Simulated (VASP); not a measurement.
# Tl2SbBr2Cl (R-3m) in VASP: single point with PBE

Aim: the single point of Tl2SbBr2Cl with PBE.

All numbers are computed with VASP 6.6.1; they aren't measurements. Logs are shortened: lines on timing, memory, paths and dates and some standing lists are left out, and cuts for length are marked.

## 1. The cell of the first run

It takes space group R-3m (No. 166, trigonal). The conventional cell has a = 4.070 Å, b = 4.070 Å, c = 43.179 Å, α = 90.00°, β = 90.00°, γ = 120.00°. Tl (site symmetry 3m) has 3 Cl at 3.19 Å and 3 Br at 3.25 Å and 6 Tl at 4.07 Å within 4.2 Å. Within 3.7 Å of Sb (site symmetry -3m) lie 2 Br at 2.79 Å. Br (site symmetry 3m) has 1 Sb at 2.79 Å and 3 Tl at 3.25 Å within 3.7 Å. Cl (site symmetry -3m) has 6 Tl at 3.19 Å and 6 Cl at 4.07 Å within 4.2 Å.

The cell was generated, and may not be a known phase.

## 2. Single point, PBE

Input file INCAR:

```
PREC     = Accurate       # precision mode
ENCUT    = 520            # plane-wave cutoff, eV
EDIFF    = 1E-6           # SCF threshold, eV
ISMEAR   = 0              # smearing method
SIGMA    = 0.15           # smearing width, eV
LREAL    = F              # projectors in reciprocal space
LASPH    = T              # aspherical terms in the spheres
NELM     = 80             # most SCF steps
ALGO     = Normal         # electronic algorithm
ISIF     = 2              # what is computed and relaxed
LWAVE    = F              # write WAVECAR
LCHARG   = F              # write CHGCAR
GGA      = PE             # functional
NBANDS   = 35             # bands
```

Input file KPOINTS:

```
Automatic mesh
0
Gamma
  3 3 3
```

Input file POSCAR:

```
Tl2SbBr2Cl
1.0
    2.0352259127      1.1750382286     14.3930016507
   -2.0352259127      1.1750382286     14.3930016507
    0.0000000000     -2.3500764571     14.3930016507
Tl Sb Br Cl
2 1 2 1
Direct
    0.2834809603      0.2834809603      0.2834809603
    0.7165190397      0.7165190397      0.7165190397
    0.5000000000      0.5000000000      0.5000000000
    0.4353192834      0.4353192834      0.4353192834
    0.5646807166      0.5646807166      0.5646807166
    0.0000000000      0.0000000000      0.0000000000
```

Potentials or basis: VASP PAW PBE potentials, release 64 (Tl_d, Sb, Br, Cl).

The run is started by

```bash
$ cat potpaw_PBE.64/Tl_d/POTCAR potpaw_PBE.64/Sb/POTCAR potpaw_PBE.64/Br/POTCAR potpaw_PBE.64/Cl/POTCAR > POTCAR
$ mpirun -np 1 vasp_std > vasp.out
```

OUTCAR:

```text
PREC = Accurate
   ENCUT = 520
   EDIFF = 1E-6
   ISMEAR = 0
   LREAL = F
   LASPH = T
   NELM = 80
   ISIF = 2
   GGA = PE

 ion  position               nearest neighbor table
   1  0.283  0.283  0.283-   6 3.19   6 3.19   6 3.19   5 3.25   5 3.25   5 3.25
   2  0.717  0.717  0.717-   6 3.19   6 3.19   6 3.19   4 3.25   4 3.25   4 3.25
   3  0.500  0.500  0.500-   4 2.79   5 2.79
   4  0.435  0.435  0.435-   3 2.79   2 3.25   2 3.25   2 3.25
   5  0.565  0.565  0.565-   3 2.79   1 3.25   1 3.25   1 3.25
   6  0.000  0.000  0.000-   2 3.19   2 3.19   1 3.19   1 3.19   2 3.19   1 3.19

  LATTYP: Found a trigonal (rhomboedric) cell.
 ALAT       =    14.5835988656
 COS(alpha) =     0.9610483533

  Lattice vectors:

 A1 = (   2.0352259127,   1.1750382286,  14.3930016507)
 A2 = (  -2.0352259127,   1.1750382286,  14.3930016507)
 A3 = (   0.0000000000,  -2.3500764571,  14.3930016507)

Analysis of symmetry for initial positions (statically):
=====================================================================
 Subroutine PRICEL returns:
 Original cell was already a primitive cell.

 Routine SETGRP: Setting up the symmetry group for a
 trigonal (rhombohedral) supercell.

 Subroutine GETGRP returns: Found 12 space group operations
 (whereof 12 operations were pure point group operations)
 out of a pool of 12 trial point group operations.

The static configuration has the point symmetry D_3d.

Analysis of symmetry for dynamics (positions and initial velocities):
=====================================================================
 Subroutine PRICEL returns:
 Original cell was already a primitive cell.

 Routine SETGRP: Setting up the symmetry group for a
 trigonal (rhombohedral) supercell.

 Subroutine GETGRP returns: Found 12 space group operations
 (whereof 12 operations were pure point group operations)
 out of a pool of 12 trial point group operations.

The dynamic configuration has the point symmetry D_3d.

 Subroutine INISYM returns: Found 12 space group operations
 (whereof 12 operations are pure point group operations),
 and found     1 'primitive' translations

----------------------------------------------------------------------------------------

                                     Primitive cell

  volume of cell :     206.5224

  direct lattice vectors                    reciprocal lattice vectors
     2.035225913  1.175038229 14.393001651     0.245672973  0.141839357  0.023159404
    -2.035225913  1.175038229 14.393001651    -0.245672973  0.141839357  0.023159404
     0.000000000 -2.350076457 14.393001651     0.000000000 -0.283678714  0.023159404

  length of vectors
    14.583598866 14.583598866 14.583598866     0.284622505  0.284622505  0.284622505

  position of ions in fractional coordinates (direct lattice)
     0.283480960  0.283480960  0.283480960
     0.716519040  0.716519040  0.716519040
     0.500000000  0.500000000  0.500000000
     0.435319283  0.435319283  0.435319283
     0.564680717  0.564680717  0.564680717
     0.000000000  0.000000000  0.000000000

  ion indices of the primitive-cell ions
   primitive index   ion index
                 1           1
                 2           2
                 3           3
                 4           4
                 5           5
                 6           6

----------------------------------------------------------------------------------------

 KPOINTS: Automatic mesh

Automatic generation of k-mesh.
 Grid dimensions read from file:
 generate k-points for:    3    3    3

 Generating k-lattice:

  Cartesian coordinates                     Fractional coordinates (reciprocal lattice)
     0.081890991  0.047279786  0.007719801     0.333333333 -0.000000000 -0.000000000
    -0.081890991  0.047279786  0.007719801    -0.000000000  0.333333333 -0.000000000
     0.000000000 -0.094559571  0.007719801     0.000000000  0.000000000  0.333333333

  Length of vectors
     0.094874168  0.094874168  0.094874168

  Shift w.r.t. Gamma in fractional coordinates (k-lattice)
     0.000000000  0.000000000  0.000000000

 Subroutine IBZKPT returns following result:
 ===========================================

 Found      6 irreducible k-points:

 Following reciprocal coordinates:
            Coordinates               Weight
  0.000000  0.000000  0.000000      1.000000
  0.333333  0.000000  0.000000      6.000000
  0.333333  0.333333  0.000000      6.000000
 -0.333333  0.333333  0.000000      6.000000
  0.333333  0.333333  0.333333      2.000000
 -0.333333  0.333333  0.333333      6.000000
   k-points           NKPTS =      6   k-points in BZ     NKDIM =      6   number of bands    NBANDS=     35
   number of dos      NEDOS =    301   number of ions     NIONS =      6
   total plane-waves  NPLWV = ******
   dimension x,y,z NGX =   108 NGY =  108 NGZ =  108
   dimension x,y,z NGXF=   216 NGYF=  216 NGZF=  216
   ions per type =               2   1   2   1
   NGX,Y,Z   is equivalent  to a cutoff of  12.31, 12.31, 12.31 a.u.
   NGXF,Y,Z  is equivalent  to a cutoff of  24.62, 24.62, 24.62 a.u.
 SYSTEM =  unknown system
   PREC   = accura    normal or accurate (medium, high low for compatibility)
   ISTART =      0    job   : 0-new  1-cont  2-samecut
   ICHARG =      2    charge: 1-file 2-atom 10-const
   ISPIN  =      1    spin polarized calculation?
   LNONCOLLINEAR =      F non collinear calculations
   LSORBIT =      F    spin-orbit coupling
   LASPH  =      T    aspherical Exc in radial PAW
   ENCUT  =  520.0 eV  38.22 Ry    6.18 a.u.  27.12 27.12 27.12*2*pi/ulx,y,z
   NELM   =     80;   NELMIN=  2; NELMDL= -5     # of ELM steps
   EDIFF  = 0.1E-05   stopping-criterion for ELM
   LREAL  =      F    real-space projection
   EDIFFG = 0.1E-04   stopping-criterion for IOM
   NSW    =      0    number of steps for IOM
   IBRION =     -1    ionic relax: 0-MD 1-quasi-New 2-CG
   NFREE  =      0    steps in history (QN), initial steepest desc. (CG)
   ISIF   =      2    stress and relaxation
   ISYM   =      2    0-nonsym 1-usesym 2-fastsym
   POTIM  = 0.5000    time-step for ionic-motion
   TEBEG  =    0.0;   TEEND  =   0.0 temperature during run
   PSTRESS=    0.0 pullay stress
   NELECT =      52.0000    total number of electrons
   NUPDOWN=      -1.0000    fix difference up-down
   EMIN   =  10.00;   EMAX   =-10.00  energy-range for DOS
   EFERMI =   0.00;   METHOD = LEGACY
   ISMEAR =     0;   SIGMA  =   0.15  broadening in eV -4-tet -1-fermi 0-gaus
   EFERMI_NEDOS =   21; number of points for ismear=-14 and -15
   IALGO  =     38    algorithm
   IMIX   =      4    mixing-type and parameters
     AMIX     =   0.40;   BMIX     =  1.00
     AMIX_MAG =   1.60;   BMIX_MAG =  1.00
  volume/ion in A,a.u.               =      34.42       232.28
  Fermi-wavevector in a.u.,A,eV,Ry     =   1.033761  1.953525 14.540030  1.068662
  Thomas-Fermi vector in A             =   2.168024
   LORBIT       =      0    0 simple, 1 ext, 2 COOP (PROOUT), +10 PAW based schemes
   GGA     = PE    functional components
   LHFCALC =     F    Hartree Fock is set to
   AEXX    =    0.0000 exact exchange contribution
   IVDW    =     0    specifies the selected vdW correction
   LEPSILON=     F    determine dielectric tensor
   LRPA    =     F    only Hartree local field effects (RPA)
 non-spin polarized calculation
 Gauss-broadening in eV      SIGMA  =   0.15
  energy-cutoff  :      520.00
  volume of cell :      206.52
 maximum number of plane-waves:      5569
   NGX = 55   NGY = 55   NGZ = 55

 number of electron      51.9999996 magnetization

 Free energy of the ion-electron system (eV)
  ---------------------------------------------------
  ext. energy  EPLUGINS =         0.00000000
  ---------------------------------------------------
  free energy    TOTEN  =       -17.19608822 eV

  energy without entropy =      -17.15833811  energy(sigma->0) =      -17.17721317

 E-fermi :   2.1632     XC(G=0):  -8.3370

 val. band max:        2.0934177915   @ k =   0.3333   0.3333   0.0000
 cond. band min:       4.0570110850   @ k =   0.3333   0.0000   0.0000
 fundamental gap:      1.9635932934
 Fermi energy:         2.1631655400

 k-point     1 :       0.0000    0.0000    0.0000
  band No.  band energies     occupation
      1     -12.2990      2.00000
      2     -12.1737      2.00000
      3     -12.1509      2.00000
      4      -8.4037      2.00000
      5      -8.4037      2.00000
      6      -8.3985      2.00000
[... 27 lines left out ...]
     34       8.8105      0.00000
     35       8.8105      0.00000

 k-point     2 :       0.3333    0.0000    0.0000
  band No.  band energies     occupation
      1     -12.1469      2.00000
      2     -12.0311      2.00000
      3     -11.9938      2.00000
      4      -8.4277      2.00000
      5      -8.4145      2.00000
      6      -8.3099      2.00000
[... 27 lines left out ...]
     34       7.8514      0.00000
     35       8.3379      0.00000

 k-point     3 :       0.3333    0.3333    0.0000
  band No.  band energies     occupation
      1     -12.1466      2.00000
      2     -12.0322      2.00000
      3     -11.9930      2.00000
      4      -8.4268      2.00000
      5      -8.4150      2.00000
      6      -8.3099      2.00000
[... 27 lines left out ...]
     34       7.9114      0.00000
     35       8.4011      0.00000

 k-point     4 :      -0.3333    0.3333    0.0000
  band No.  band energies     occupation
      1     -12.0771      2.00000
      2     -11.9473      2.00000
      3     -11.9130      2.00000
      4      -8.3552      2.00000
      5      -8.3376      2.00000
      6      -8.3364      2.00000
[... 27 lines left out ...]
     34       7.3810      0.00000
     35       9.4494      0.00000

 k-point     5 :       0.3333    0.3333    0.3333
  band No.  band energies     occupation
      1     -12.2952      2.00000
      2     -12.1912      2.00000
      3     -12.1372      2.00000
      4      -8.4037      2.00000
      5      -8.4037      2.00000
      6      -8.3985      2.00000
[... 27 lines left out ...]
     34       8.7856      0.00000
     35       8.8493      0.00000

 k-point     6 :      -0.3333    0.3333    0.3333
  band No.  band energies     occupation
      1     -12.1470      2.00000
      2     -12.0307      2.00000
      3     -11.9942      2.00000
      4      -8.4276      2.00000
      5      -8.4145      2.00000
      6      -8.3099      2.00000
[... 27 lines left out ...]
     34       7.9178      0.00000
     35       8.2463      0.00000

------------------------ aborting loop because EDIFF is reached ----------------------------------------

  FORCE on cell =-STRESS in cart. coord.  units (eV):
  Direction    XX          YY          ZZ          XY          YZ          ZX
  --------------------------------------------------------------------------------------
  -------------------------------------------------------------------------------------
  Total        0.0510596      0.0510596     -0.2712754      0.0000000     -0.0000000      0.0000000
  in kB        0.3961144      0.3961144     -2.1045236      0.0000000     -0.0000000      0.0000000
  external PRESSURE =      -0.4374316 kB  Pullay stress =       0.0000000 kB

 VOLUME and BASIS-vectors are now :
 -----------------------------------------------------------------------------
  energy-cutoff  :      520.00
  volume of cell :      206.52
      direct lattice vectors                 reciprocal lattice vectors
     2.035225913  1.175038229 14.393001651     0.245672973  0.141839357  0.023159404
    -2.035225913  1.175038229 14.393001651    -0.245672973  0.141839357  0.023159404
     0.000000000 -2.350076457 14.393001651     0.000000000 -0.283678714  0.023159404

 POSITION                                       TOTAL-FORCE (eV/Angst)
 -----------------------------------------------------------------------------------
      0.00000      0.00000     12.24043         0.000000      0.000000      0.041741
      0.00000      0.00000     30.93858         0.000000     -0.000000     -0.041741
      0.00000      0.00000     21.58950        -0.000000     -0.000000      0.000000
      0.00000      0.00000     18.79665         0.000000      0.000000      0.010697
      0.00000      0.00000     24.38235         0.000000     -0.000000     -0.010697
      0.00000      0.00000      0.00000         0.000000     -0.000000      0.000000
 -----------------------------------------------------------------------------------
    total drift:                                0.000000     -0.000000      0.000000

  FREE ENERGIE OF THE ION-ELECTRON SYSTEM (eV)
  ---------------------------------------------------
  free  energy   TOTEN  =       -17.1960882235 eV

  energy  without entropy=      -17.1583381093  energy(sigma->0) =      -17.17721317
```

It took 9.3 min on 1 thread of Intel Xeon Platinum 8375C at 2.90GHz (Ice Lake), shared host; peak memory 2 GiB.

Results:

```
Free energy            : -17.1961 eV
Pressure               : 0.0 GPa
Largest force          : 0.042 eV/Å
Band gap on the k mesh : zero (bands 26 and 27 overlap by 2.83 eV)
```

Forces in eV/Å, atoms in the order of the input:
```
Tl   0.000  0.000  0.042
Tl   0.000  0.000 -0.042
Sb   0.000  0.000  0.000
Br   0.000  0.000  0.011
Br   0.000  0.000 -0.011
Cl   0.000  0.000  0.000
```

Stress tensor (GPa, compression positive):
```
 0.04  0.00  0.00
 0.00  0.04  0.00
 0.00  0.00 -0.21
```

Levels at points of the mesh, in eV from the Fermi level:
```
           k point  band 22  band 23  band 24  band 25  band 26  band 27  band 28  band 29  band 30  band 31
(0.00, 0.00, 0.00)    -1.28    -1.28    -1.20    -1.20     2.67     2.67     2.85     3.18     4.84     5.73
```

Caveat: the k points lie up to 0.60 Å⁻¹ apart, too coarse for converged energies and pressures of a metal; spin-orbit coupling is left out, which moves the levels of the heavy elements.

The gap in the log of VASP goes by the Fermi energy; the results here count the filled bands.